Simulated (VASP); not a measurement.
Here is a VASP 6.6.1 calculation.

File INCAR:

```
  PREC = Accurate
  ENCUT = 520
  EDIFF = 1E-7
  ISMEAR = -1
  SIGMA = 0.05
  LREAL = False
  LASPH = True
  NELM = 60
  ALGO = Normal
  ISIF = 2
  LWAVE = False
  LCHARG = True
  LELF = True
  LVHAR = True
  NBANDS = 37
```

KPOINTS

```
Automatic mesh
0
Gamma
  4 3 3
```

The input POSCAR:

```
CdH2O2
1.0
   -0.1263180000      0.0323890000      3.4369840000
    5.6990720000     -0.1645750000     -0.0590220000
    2.6378550000      5.2557370000      1.7336930000
Cd H O
2 4 4
Direct
    0.8476668023      0.8546395142      0.2998889058
    0.1542767303      0.1512437628      0.6992737790
    0.1783750670      0.6684323983      0.6835408377
    0.8411775968      0.3552996768      0.3305623061
    0.8176665547      0.5360028844      0.0041893787
    0.2182076816      0.6653523423     -0.0062847831
    0.4958106077      0.1191168873     -0.0010853184
    0.2218923381      0.5955311686      0.5592703119
    0.7869337408      0.1609476558      0.4261889367
    0.9464793016      0.6878853398      0.9907562368
```

Potentials or basis: VASP PAW LDA potentials, release 64 (Cd, H, O).

Command:

```bash
$ cat potpaw_LDA.64/Cd/POTCAR potpaw_LDA.64/H/POTCAR potpaw_LDA.64/O/POTCAR > POTCAR
$ mpirun -np 1 vasp_std > vasp.out
```

Question: What does it give for the largest force?

Answer: 5.006 eV/Å.

Question: Estimate the pressure.

Answer: -2.6 GPa.

Forces on the atoms (eV/Å):
```
Cd   0.788 -0.766  0.117
Cd   1.241  0.695 -0.102
H   -0.450 -0.132 -0.146
H   -1.048  0.325  0.047
H   -4.470  0.455 -2.208
H   -0.233  0.066  1.792
O   -1.033 -0.126 -0.197
O    0.344 -0.990  0.053
O    1.503  0.849  0.016
O    3.358 -0.376  0.629
```

Caveat: the k points lie up to 0.48 Å⁻¹ apart; forces of over 1 eV/Å act on the atoms, so gaps and moduli don't describe the material at rest.
